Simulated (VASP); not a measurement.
## Al2Ru: single point with PBEsol

Crystal: Al2Ru.

```
Al Ru
1.0
    -1.56068    1.56068    4.21155
     1.56068   -1.56068    4.21155
     1.56068    1.56068   -4.21155
Al Ru
2 1
Direct
  0.65908 0.65908 0.00000
  0.34092 0.34092 0.00000
  0.00000 0.00000 0.00000
```

```json
{"Program": "VASP 6.6.1", "Task": "single point", "Functional": "PBEsol", "Potentials or basis": "VASP PAW PBE potentials, release 64 (Al, Ru_pv)", "Cutoff": "500 eV", "k mesh": "16 × 16 × 16", "Occupations": "gaussian, width 0.15 eV", "Spin": "no spin polarisation"}
```

```json
{"Pressure": "0.1 GPa", "Band gap on the k mesh": "zero (bands 10 and 11 overlap by 0.13 eV)"}
```

Levels at points of the mesh, in eV from the Fermi level:
| k point | band 6 | band 7 | band 8 | band 9 | band 10 | band 11 | band 12 | band 13 | band 14 | band 15 |
| --- | --- | --- | --- | --- | --- | --- | --- | --- | --- | --- |
| (0.00, 0.00, 0.00) | -3.83 | -1.98 | -1.98 | -1.93 | -0.95 | 2.44 | 4.67 | 6.12 | 6.12 | 6.26 |
| (0.50, 0.00, 0.00) | -4.61 | -2.92 | -2.73 | -2.55 | -1.41 | 0.59 | 3.09 | 5.14 | 7.00 | 8.49 |
| (0.50, 0.50, 0.00) | -3.47 | -3.41 | -3.08 | -1.26 | -0.34 | 0.28 | 1.85 | 2.05 | 4.80 | 5.39 |
| (0.50, 0.50, 0.50) | -3.99 | -2.61 | -1.54 | -1.54 | -0.93 | 3.15 | 3.15 | 6.32 | 6.54 | 8.53 |

It took 15 min on 1 thread of AMD EPYC 7R13, with other jobs on the host, peak memory 0.34 GiB.

Caveat: the PAW data sets were made with another functional, which shifts forces and pressure a little.
